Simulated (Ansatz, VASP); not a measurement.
Two plane-wave programs on Si

```
Si
1.0
    -2.66712    2.66712    1.45496
     2.66712   -2.66712    1.45496
     2.66712    2.66712   -1.45496
Si
2
Cartesian
  0.0000 0.0000 0.0000
  0.0000 2.6671 0.7275
```

Alike in both runs: task relaxation of cell and atoms; functional r2SCAN; k mesh 6 × 6 × 6; occupations gaussian, width 0.1 eV; no spin polarisation.

|  | VASP | Ansatz |
| --- | --- | --- |
| version | VASP 6.6.1 | Ansatz 0.2.0 |
| potentials or method | VASP PAW PBE potentials, release 64 (Si), cutoff 600 eV | scalar-relativistic, plane waves, PAW |
| valence electrons in the cell | 8 | 8 |

```tsv
	VASP	Ansatz	Ansatz less VASP
gap on the k mesh at the Fermi level, each at its own relaxed structure (eV)	none	none	-
relaxed volume (Å³/atom)	15.12	15.09	-0.032
relaxed length of the cell vector where the two differ most in proportion (Å)	3.681	3.678	-0.0024
```

VASP's potentials were made for PBE, not for r2SCAN. A gap of «none» marks a metal or a gap that the smearing closes.

The k mesh is coarse, so the values compare programs but aren't converged. Noted on VASP's run: the volume moved by over 15 % at a fixed basis, so the end points are rough.
